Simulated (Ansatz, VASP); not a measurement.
## One calculation of Sr3Zn2H, two programs

```
Sr Zn H
1.0
     6.18227    0.00000    0.00000
     0.00000    6.18227    0.00000
     0.00000    0.00000    3.86400
Sr Zn H
3 2 1
Direct
  0.00000 0.50000 0.00000
  0.50000 0.00000 0.00000
  0.00000 0.00000 0.00000
  0.50000 0.50000 0.50000
  0.50000 0.50000 0.00000
  0.00000 0.00000 0.50000
```

Alike in both runs: task single point; functional PBE; k mesh 4 × 4 × 4; occupations gaussian, width 0.1 eV; no spin polarisation.

|  | VASP | Ansatz |
| --- | --- | --- |
| version | VASP 6.6.1 | Ansatz 0.2.0 |
| potentials or method | VASP PAW PBE potentials, release 64 (Sr_sv, Zn, H), cutoff 520 eV | scalar-relativistic, plane waves, PAW |
| valence electrons in the cell | 55 | 55 |

Ansatz gave:

```
gap on the k mesh at the Fermi level (eV)                     : none
pressure (GPa)                                                : 17.7
traceless stress, the component that is largest in VASP (GPa) : 22.80
```

Question: Which values does VASP return?

Answer: gap on the k mesh at the Fermi level (eV): none; pressure (GPa): 18.0; traceless stress, the component that is largest in VASP (GPa): 23.21.

A gap of «none» marks a metal or a gap that the smearing closes. The functional is the same, so the differences come from potentials, cutoffs and numerics.

The k mesh is coarse, so the values compare programs but aren't converged.
